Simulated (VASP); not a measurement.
# In2O3: single point with PBE

The system is In2O3.

```
In O
1.0
     2.81525    1.62538    4.96735
    -2.81525    1.62538    4.96735
     0.00000   -3.25077    4.96735
In O
4 6
Direct
  0.35721 0.35721 0.35721
  0.14279 0.14279 0.14279
  0.64279 0.64279 0.64279
  0.85721 0.85721 0.85721
  0.54655 0.95345 0.25000
  0.25000 0.54655 0.95345
  0.95345 0.25000 0.54655
  0.45345 0.04655 0.75000
  0.75000 0.45345 0.04655
  0.04655 0.75000 0.45345
```

| Item | Value |
| --- | --- |
| Program | VASP 6.6.1 |
| Task | single point |
| Functional | PBE |
| Potentials or basis | VASP PAW PBE potentials, release 64 (In_d, O) |
| Cutoff | 520 eV |
| k mesh | 4 × 4 × 4 |
| Occupations | gaussian, width 0.01 eV |
| Spin | no spin polarisation |

```yaml
Pressure: -3.9 GPa
Largest_force: 0.061 eV/Å
Band_gap_on_the_k_mesh: 0.77 eV (least direct gap 0.86 eV)
```

Forces in eV/Å, atoms in the order of the input:
```
In   0.000  0.000 -0.061
In   0.000  0.000  0.061
In   0.000  0.000  0.061
In   0.000  0.000 -0.061
O   -0.006  0.000  0.000
O    0.003 -0.006  0.000
O    0.003  0.006  0.000
O    0.006  0.000  0.000
O   -0.003  0.006  0.000
O   -0.003 -0.006  0.000
```

Stress tensor (GPa, compression positive):
```
-4.07  0.00  0.00
 0.00 -4.07  0.00
 0.00  0.00 -3.59
```

Levels at points of the mesh, in eV from the valence-band top:
```csv
k point,band 41,band 42,band 43,band 44,band 45,band 46,band 47,band 48
"(0.00, 0.00, 0.00)",-0.23,-0.23,-0.09,-0.09,0.77,5.17,5.59,6.72
"(0.50, 0.00, 0.00)",-0.70,-0.70,-0.06,-0.06,4.41,4.41,5.32,5.32
"(0.50, 0.50, 0.00)",-0.50,-0.35,-0.10,-0.04,4.57,4.97,5.80,5.98
"(0.50, 0.50, 0.50)",-0.18,-0.18,-0.18,-0.18,3.91,3.91,6.44,6.44
```

It took 2.3 min on 1 thread of Intel(R) Xeon(R) Platinum 8259CL CPU @ 2.50GHz (Skylake/Cascade Lake) (shared host), peak memory 0.34 GiB.

Caveat: the cell stands under tension; spin-orbit coupling is left out, which moves the levels of the heavy elements. A k mesh can miss the band edges.
